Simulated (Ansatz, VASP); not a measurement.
One calculation of HfN, two programs

```
Hf N
1.0
     0.00000    2.23411    2.23411
     2.23411    0.00000    2.23411
     2.23411    2.23411    0.00000
Hf N
1 1
Direct
  0.00000 0.00000 0.00000
  0.50000 0.50000 0.50000
```

Alike in both runs: functional LDA; k mesh 16 × 16 × 16; occupations gaussian, width 0.1 eV; no spin polarisation.

Ansatz relaxed the structure, and its values are those at the end. VASP's run is a single point on that final structure, the one shown.

|  | VASP | Ansatz |
| --- | --- | --- |
| version | VASP 6.6.1 | Ansatz 0.2.0 |
| potentials or method | VASP PAW LDA potentials, release 64 (Hf_pv, N), cutoff 600 eV | scalar-relativistic, plane waves, PAW |
| valence electrons in the cell | 15 | 31 |

Ansatz gave:

```
gap on the k mesh at the Fermi level (eV) : none
pressure (GPa)                            : 0.0
```

Task: What did VASP give for the same quantities?

Result: gap on the k mesh at the Fermi level (eV): none; pressure (GPa): -1.3.

Ansatz warns that its potentials were made for another functional, while VASP's fit it. LDA's correlation is that of Perdew and Zunger in VASP and of Perdew and Wang (1992) in Ansatz. A gap of «none» marks a metal or a gap that the smearing closes. VASP's potentials hold 15 valence electrons a cell and Ansatz's 31, so a difference there can come from the potentials and not from the codes.

Spin-orbit coupling is off throughout.
